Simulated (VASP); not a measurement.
Set up this calculation in VASP 6.6.1, as the native input.

| Property | Result |
| --- | --- |
| Task | single point |
| Functional | PBE |
| Dispersion | D3(BJ) |
| Potentials or basis | VASP PAW PBE potentials, release 64 (Ti_sv) |
| Cutoff | 400 eV |
| k mesh | 4 × 9 × 1, shifted |
| Occupations | gaussian, width 0.1 eV |
| Spin | no spin polarisation |
| Dipole correction | yes |
| Mended | yes |
| Further INCAR settings | ALGO = Normal; EDIFF = 1e-06; NBANDS = 136; NELMDL = -8 |

The structure of Ti lies in POSCAR:

```
Ti
1.0
    9.1481646311      0.0000000000      0.0000000000
    0.0000000000      4.9995039919      0.0000000000
    0.0000000000      0.0000000000     22.7729299511
Ti
20
Direct
    0.3750000000      0.1666666667      0.3732501711
    0.8750000000      0.1666666667      0.3732501711
    0.1250000000      0.8333333333      0.3732501711
    0.6250000000      0.8333333333      0.3732501711
    0.3750000000      0.6666666667      0.4366250855
    0.8750000000      0.6666666667      0.4366250855
    0.1250000000      0.3333333333      0.4366250855
    0.6250000000      0.3333333333      0.4366250855
    0.3750000000      0.1701628738      0.4986078669
    0.8750000000      0.1701628738      0.4986078669
    0.1250000000      0.8298371262      0.4986078669
    0.6250000000      0.8298371262      0.4986078669
    0.3750000000      0.6640600597      0.5606320163
    0.8750000000      0.6640600597      0.5606320163
    0.1250000000      0.3359399403      0.5606320163
    0.6250000000      0.3359399403      0.5606320163
    0.3750000000      0.2029442026      0.6221714528
    0.8750000000      0.2029442026      0.6221714528
    0.1250000000      0.7970557974      0.6221714528
    0.6250000000      0.7970557974      0.6221714528
```

The input as run:

INCAR

```
SYSTEM = Ti
PREC = Accurate
ENCUT = 400
EDIFF = 1E-6
ISMEAR = 0
SIGMA = 0.1
LREAL = .FALSE.
LASPH = .TRUE.
NELM = 120
ALGO = Normal
ISIF = 2
LWAVE = .FALSE.
LCHARG = .TRUE.
LDIPOL = .TRUE.
IDIPOL = 3
DIPOL = 0.5 0.5 0.498
GGA = PE
IVDW = 12
LVHAR = .TRUE.
LVACPOTAV = .TRUE.
NBANDS = 136
GGA_COMPAT = .FALSE.
NELMDL = -8
KPAR = 4
```

KPOINTS

```
Automatic mesh
0
Gamma
  4 9 1
  0.5 0.5 0
```

Potentials or basis: VASP PAW PBE potentials, release 64 (Ti_sv).

Launch:

```sh
$ cat potpaw_PBE.64/Ti_sv/POTCAR > POTCAR
$ mpirun -np 4 vasp_std > vasp.out
```

Results of the run:

The largest force is 1.113 eV/Å. The band gap on the k mesh is zero (bands 120 and 121 overlap by 0.03 eV) and the dispersion energy per atom is -0.426 eV.

Wall time 31 min on 4 MPI ranks on Intel(R) Xeon(R) Platinum 8259CL CPU @ 2.50GHz (Skylake/Cascade Lake), on a shared host, peak memory 1 GiB a rank.
